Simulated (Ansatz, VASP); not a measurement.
# Y3AlN4: VASP beside Ansatz

The input INCAR:

```
SYSTEM = Y3AlN4
  ALGO = Normal
  EDIFF = 1E-6
  ENCUT = 520
  GGA = PE
  ISIF = 2
  ISMEAR = 0
  ISPIN = 2
  LASPH = .TRUE.
  LCHARG = .TRUE.
  LELF = .TRUE.
  LMAXMIX = 4
  LORBIT = 11
  LREAL = .FALSE.
  LVHAR = .TRUE.
  LWAVE = .FALSE.
  MAGMOM = 0 0 0 0 1 1 1 1
  NBANDS = 42
  NELM = 150
  PREC = Accurate
  SIGMA = 0.1
```

KPOINTS

```
k-points
0
G
  4 4 4
  0 0 0
```

POSCAR

```
Y3AlN4
1.0
    4.7821707429      0.0000000000      0.0000000000
    0.0000000000      4.7821707429      0.0000000000
    0.0000000000      0.0000000000      4.7821707429
Y Al N
3 1 4
Direct
    0.0000000000      0.0000000000      0.5000000000
    0.5000000000      0.0000000000      0.0000000000
    0.0000000000      0.5000000000      0.0000000000
    0.5000000000      0.5000000000      0.5000000000
    0.5000000000      0.5000000000      0.0000000000
    0.0000000000      0.5000000000      0.5000000000
    0.5000000000      0.0000000000      0.5000000000
    0.0000000000      0.0000000000      0.0000000000
```

Input for Ansatz:

```yaml
crystal:
  lattice:
    - [4.7821707429, 0.0, 0.0]
    - [0.0, 4.7821707429, 0.0]
    - [0.0, 0.0, 4.7821707429]
  atoms:
    - { symbol: "Y", position: [0.0, 0.0, 0.5] }
    - { symbol: "Y", position: [0.5, 0.0, 0.0] }
    - { symbol: "Y", position: [0.0, 0.5, 0.0] }
    - { symbol: Al, position: [0.5, 0.5, 0.5] }
    - { symbol: "N", position: [0.5, 0.5, 0.0], spin: 1.0 }
    - { symbol: "N", position: [0.0, 0.5, 0.5], spin: 1.0 }
    - { symbol: "N", position: [0.5, 0.0, 0.5], spin: 1.0 }
    - { symbol: "N", position: [0.0, 0.0, 0.0], spin: 1.0 }
basis:
  ecutwfc: 420
kpoints:
  mp_grid: { grid: [4, 4, 4] }
hamiltonian:
  xc: pbe
scf:
  occupations: { method: gaussian, width: 0.1 }
  lower_state_search: "off"
output:
  forces: true
  stress: true
  eigenvalues: true
  populations: true
magnetization:
  spin_polarized: true
```

Alike in both runs: task single point; functional PBE; k mesh 4 × 4 × 4; occupations gaussian, width 0.1 eV; collinear spin.

|  | VASP | Ansatz |
| --- | --- | --- |
| version | VASP 6.6.1 | Ansatz 0.2.0 |
| potentials or method | VASP PAW PBE potentials, release 64 (Y_sv, Al, N), cutoff 520 eV | scalar-relativistic, plane waves, PAW |
| valence electrons in the cell | 56 | 56 |

Ansatz gave:

```
gap on the k mesh at the Fermi level (eV) : none
pressure (GPa)                            : 0.0
net moment per atom (μB)                  : 0.00
```

Question: Which values does VASP return?

Answer: gap on the k mesh at the Fermi level (eV): none; pressure (GPa): -0.2; net moment per atom (μB): 0.00.

A gap of «none» marks a metal or a gap that the smearing closes. Ansatz's warnings: seeded moment not kept.
